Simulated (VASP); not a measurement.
# Hg (Pm-3m) in VASP: a series of runs

The runs below take Hg through density of states, with PBE.

Program: VASP 6.6.1. These are calculated values, not measurements. Logs are shortened: lines on timing, memory, paths and dates and some standing lists are left out, and cuts for length are marked.

### Step 1. The cell of the first run

It takes space group Pm-3m (No. 221, cubic). Conventional cell: a = 3.101 Å, b = 3.101 Å, c = 3.101 Å, α = 90.00°, β = 90.00°, γ = 90.00°. Within 4.1 Å of Hg (site symmetry m-3m) lie 6 Hg at 3.10 Å.

### Step 2. Density of states, PBE

Input file POSCAR:

```
Hg
1.0
    3.1006104439      0.0000000000      0.0000000000
    0.0000000000      3.1006104439      0.0000000000
    0.0000000000      0.0000000000      3.1006104439
Hg
1
Direct
    0.0000000000      0.0000000000      0.0000000000
```

Input file INCAR.step1:

```
SYSTEM = Hg
PREC = Accurate
ENCUT = 400
EDIFF = 1E-6
ISMEAR = -1
SIGMA = 0.08
LREAL = .False.
LASPH = .True.
NELM = 120
ALGO = Normal
ISIF = 2
LWAVE = .False.
LCHARG = .True.
GGA = PE
NBANDS = 12
GGA_COMPAT = .False.
NEDOS = 2001
LORBIT = 11
```

Input file KPOINTS.step1:

```
Automatic mesh
0
Gamma
  12 12 12
  0 0 0
```

Input file INCAR.step2:

```
SYSTEM = Hg
PREC = Accurate
ENCUT = 400
EDIFF = 1E-6
ISMEAR = -5
SIGMA = 0.08
LREAL = .False.
LASPH = .True.
NELM = 120
ALGO = Normal
ISIF = 2
LWAVE = .False.
LCHARG = .False.
GGA = PE
LORBIT = 11
NEDOS = 2001
ICHARG = 11
GGA_COMPAT = .False.
```

Input file KPOINTS.step2:

```
Automatic mesh
0
Gamma
  18 18 18
  0 0 0
```

Potentials or basis: VASP PAW PBE potentials, release 64 (Hg).

The run is started by

```sh
$ cat potpaw_PBE.64/Hg/POTCAR > POTCAR
$ cp INCAR.step1 INCAR
$ cp KPOINTS.step1 KPOINTS
$ mpirun -np 1 vasp_std > vasp.out
$ cp INCAR.step2 INCAR
$ cp KPOINTS.step2 KPOINTS
$ mpirun -np 1 vasp_std > vasp.out
```

OUTCAR:

```text
SYSTEM = Hg
   PREC = Accurate
   ENCUT = 400
   EDIFF = 1E-6
   ISMEAR = -5
   LREAL = .False.
   LASPH = .True.
   NELM = 120
   ISIF = 2
   GGA = PE
   LORBIT = 11
   ICHARG = 11

 ion  position               nearest neighbor table
   1  0.000  0.000  0.000-

  LATTYP: Found a simple cubic cell.
 ALAT       =     3.1006104439

  Lattice vectors:

 A1 = (   3.1006104439,   0.0000000000,   0.0000000000)
 A2 = (   0.0000000000,   3.1006104439,   0.0000000000)
 A3 = (   0.0000000000,   0.0000000000,   3.1006104439)

Analysis of symmetry for initial positions (statically):
=====================================================================
 Subroutine PRICEL returns:
 Original cell was already a primitive cell.

 Routine SETGRP: Setting up the symmetry group for a
 simple cubic supercell.

 Subroutine GETGRP returns: Found 48 space group operations
 (whereof 48 operations were pure point group operations)
 out of a pool of 48 trial point group operations.

The static configuration has the point symmetry O_h .

Analysis of symmetry for dynamics (positions and initial velocities):
=====================================================================
 Subroutine PRICEL returns:
 Original cell was already a primitive cell.

 Routine SETGRP: Setting up the symmetry group for a
 simple cubic supercell.

 Subroutine GETGRP returns: Found 48 space group operations
 (whereof 48 operations were pure point group operations)
 out of a pool of 48 trial point group operations.

The dynamic configuration has the point symmetry O_h .

 Subroutine INISYM returns: Found 48 space group operations
 (whereof 48 operations are pure point group operations),
 and found     1 'primitive' translations

----------------------------------------------------------------------------------------

                                     Primitive cell

  volume of cell :      29.8086

  direct lattice vectors                    reciprocal lattice vectors
     3.100610444  0.000000000  0.000000000     0.322517136  0.000000000  0.000000000
     0.000000000  3.100610444  0.000000000     0.000000000  0.322517136  0.000000000
     0.000000000  0.000000000  3.100610444     0.000000000  0.000000000  0.322517136

  length of vectors
     3.100610444  3.100610444  3.100610444     0.322517136  0.322517136  0.322517136

  position of ions in fractional coordinates (direct lattice)
[... 85 lines left out ...]
   ISIF   =      2    stress and relaxation
   ISYM   =      2    0-nonsym 1-usesym 2-fastsym
   POTIM  = 0.5000    time-step for ionic-motion
   TEBEG  =    0.0;   TEEND  =   0.0 temperature during run
   PSTRESS=    0.0 pullay stress
   NELECT =      12.0000    total number of electrons
   NUPDOWN=      -1.0000    fix difference up-down
   EMIN   =  10.00;   EMAX   =-10.00  energy-range for DOS
   EFERMI =   0.00;   METHOD = LEGACY
   ISMEAR =    -5;   SIGMA  =   0.08  broadening in eV -4-tet -1-fermi 0-gaus
   EFERMI_NEDOS =   21; number of points for ismear=-14 and -15
   IALGO  =     38    algorithm
   IMIX   =      4    mixing-type and parameters
     AMIX     =   0.40;   BMIX     =  1.00
     AMIX_MAG =   1.60;   BMIX_MAG =  1.00
  volume/ion in A,a.u.               =      29.81       201.16
  Fermi-wavevector in a.u.,A,eV,Ry     =   1.208801  2.284302 19.880822  1.461199
  Thomas-Fermi vector in A             =   2.344397
   LORBIT       =     11    0 simple, 1 ext, 2 COOP (PROOUT), +10 PAW based schemes
   GGA     = PE    functional components
   LHFCALC =     F    Hartree Fock is set to
   AEXX    =    0.0000 exact exchange contribution
   IVDW    =     0    specifies the selected vdW correction
   LEPSILON=     F    determine dielectric tensor
   LRPA    =     F    only Hartree local field effects (RPA)
 non-spin polarized calculation
 Fermi weights with tetrahedron method with Bloechl corrections
  energy-cutoff  :      400.00
  volume of cell :       29.81
 maximum number of plane-waves:       554

 number of electron      11.9999995 magnetization

 Free energy of the ion-electron system (eV)
  ---------------------------------------------------
  ext. energy  EPLUGINS =         0.00000000
  ---------------------------------------------------
  free energy    TOTEN  =        -0.16506499 eV

  energy without entropy =       -0.16506499  energy(sigma->0) =       -0.16506499

 E-fermi :   1.2718     XC(G=0):  -9.5149

 val. band max:        1.4613318642   @ k =   0.5000   0.5000   0.0000
 cond. band min:       1.1821768729   @ k =   0.5000   0.1667   0.1667
 fundamental gap:     -0.2791549912
 Fermi energy:         1.2717849693

 k-point     1 :       0.0000    0.0000    0.0000
  band No.  band energies     occupation
      1      -6.4173      2.00000
      2      -6.3167      2.00000
      3      -6.3167      2.00000
      4      -4.6029      2.00000
      5      -4.6029      2.00000
      6      -4.6029      2.00000
      7      10.7869      0.00000
      8      10.7869      0.00000
      9      10.7869      0.00000
     10      13.9113      0.00000
[... 287 lines left out ...]
 k-point    24 :       0.3333    0.1111    0.0000
  band No.  band energies     occupation
      1      -6.1546      2.00000
      2      -5.8847      2.00000
      3      -5.1446      2.00000
      4      -4.9995      2.00000
      5      -4.6293      2.00000
      6      -3.7263      2.00000
      7       3.2649      0.00000
      8      10.7959      0.00000
      9      13.3092      0.00000
     10      15.4971      0.00000

 [... further k-points ...]

------------------------ aborting loop because EDIFF is reached ----------------------------------------

  FORCE on cell =-STRESS in cart. coord.  units (eV):
  Direction    XX          YY          ZZ          XY          YZ          ZX
  --------------------------------------------------------------------------------------
  -------------------------------------------------------------------------------------
  Total        0.1943272      0.1943272      0.1943272     -0.0000000      0.0000000     -0.0000000
  in kB       10.4448580     10.4448580     10.4448580     -0.0000000      0.0000000     -0.0000000
  external PRESSURE =      10.4448580 kB  Pullay stress =       0.0000000 kB

 VOLUME and BASIS-vectors are now :
 -----------------------------------------------------------------------------
  energy-cutoff  :      400.00
  volume of cell :       29.81
      direct lattice vectors                 reciprocal lattice vectors
     3.100610444  0.000000000  0.000000000     0.322517136  0.000000000  0.000000000
     0.000000000  3.100610444  0.000000000     0.000000000  0.322517136  0.000000000
     0.000000000  0.000000000  3.100610444     0.000000000  0.000000000  0.322517136

 POSITION                                       TOTAL-FORCE (eV/Angst)
 -----------------------------------------------------------------------------------
      0.00000      0.00000      0.00000         0.000000      0.000000      0.000000
 -----------------------------------------------------------------------------------
    total drift:                                0.000000      0.000000      0.000000

  FREE ENERGIE OF THE ION-ELECTRON SYSTEM (eV)
  ---------------------------------------------------
  free  energy   TOTEN  =        -0.1650649887 eV

  energy  without entropy=       -0.1650649887  energy(sigma->0) =       -0.16506499

 total charge

# of ion       s       p       d       tot
------------------------------------------
    1        0.927   0.182   9.330  10.438
```

OSZICAR.step1:

```text
N       E                     dE             d eps       ncg     rms          rms(c)
DAV:   1     0.622880976141E+02    0.62288E+02   -0.54767E+03  2120   0.748E+02
DAV:   2     0.898674207191E+00   -0.61389E+02   -0.58199E+02  2204   0.203E+02
DAV:   3    -0.190782539187E+00   -0.10895E+01   -0.10890E+01  2344   0.302E+01
DAV:   4    -0.191914555134E+00   -0.11320E-02   -0.11320E-02  2236   0.104E+00
DAV:   5    -0.191916758352E+00   -0.22032E-05   -0.22030E-05  2368   0.418E-02    0.238E+00
DAV:   6    -0.166848740822E+00    0.25068E-01   -0.65129E-02  2336   0.277E+00    0.190E+00
DAV:   7    -0.165204551256E+00    0.16442E-02   -0.79464E-03  2312   0.820E-01    0.928E-01
DAV:   8    -0.165250778907E+00   -0.46228E-04   -0.83418E-04  2112   0.341E-01    0.309E-02
DAV:   9    -0.165276524152E+00   -0.25745E-04   -0.14718E-05  2260   0.334E-02    0.962E-03
DAV:  10    -0.165284378534E+00   -0.78544E-05   -0.87631E-06  2076   0.273E-02    0.131E-03
DAV:  11    -0.165284331891E+00    0.46643E-07   -0.14441E-07  1612   0.256E-03
   1 F= -.16528433E+00 E0= -.16092149E+00  d E =-.872569E-02
```

It took 32 s on 1 thread of Intel Xeon 8259CL, shared host; peak memory 0.16 GiB.

What came out:

```
Valence electrons inside the program's atomic spheres : Hg 10.44
```

Caveat: spin-orbit coupling is left out, which moves the levels of the heavy elements; tetrahedron occupations give inexact forces and stress in metals.

### Step 3. Density of states, PBE

POSCAR is that of step 2.

Input file INCAR.step1:

```
PREC = Accurate ; ENCUT = 400
EDIFF = 1E-6 ; ISMEAR = -1
SIGMA = 0.08 ; LREAL = False
LASPH = True ; NELM = 120
ALGO = Normal ; ISIF = 2
LWAVE = False ; LCHARG = True
GGA = PE ; NBANDS = 12
GGA_COMPAT = False ; NEDOS = 2001
LORBIT = 11
```

Input file KPOINTS.step1:

```
Automatic mesh
0
Gamma
  12 12 12
```

Input file INCAR.step2:

```
PREC = Accurate ; ENCUT = 400
EDIFF = 1E-6 ; ISMEAR = -5
SIGMA = 0.08 ; LREAL = False
LASPH = True ; NELM = 120
ALGO = Normal ; ISIF = 2
LWAVE = False ; LCHARG = False
GGA = PE ; LORBIT = 11
NEDOS = 2001 ; ICHARG = 11
GGA_COMPAT = False
```

Input file KPOINTS.step2:

```
Automatic mesh
0
Gamma
  18 18 18
```

Potentials or basis: VASP PAW PBE potentials, release 64 (Hg).

The run is started by

```sh
$ cat potpaw_PBE.64/Hg/POTCAR > POTCAR
$ cp INCAR.step1 INCAR
$ cp KPOINTS.step1 KPOINTS
$ mpirun -np 1 vasp_std > vasp.out
$ cp INCAR.step2 INCAR
$ cp KPOINTS.step2 KPOINTS
$ mpirun -np 1 vasp_std > vasp.out
```

It took 34 s on 1 thread of Intel Xeon 8259CL, shared host; peak memory 0.15 GiB.

It converged, with:

- Valence electrons inside the program's atomic spheres: Hg 10.44

Levels at points of the mesh, in eV from the Fermi level:
```
           k point  band 4  band 5  band 6  band 7  band 8  band 9
(0.00, 0.00, 0.00)   -5.87   -5.87   -5.87    9.52    9.52    9.52
(0.50, 0.00, 0.00)   -6.41   -5.83   -2.92   -1.30   12.92   12.92
(0.50, 0.50, 0.00)   -6.32   -5.37    0.19    1.60    1.60    7.06
(0.50, 0.50, 0.50)   -5.33   -5.33    3.67    4.53    4.53    4.53
```

Caveat: spin-orbit coupling is left out, which moves the levels of the heavy elements; tetrahedron occupations give inexact forces and stress in metals.
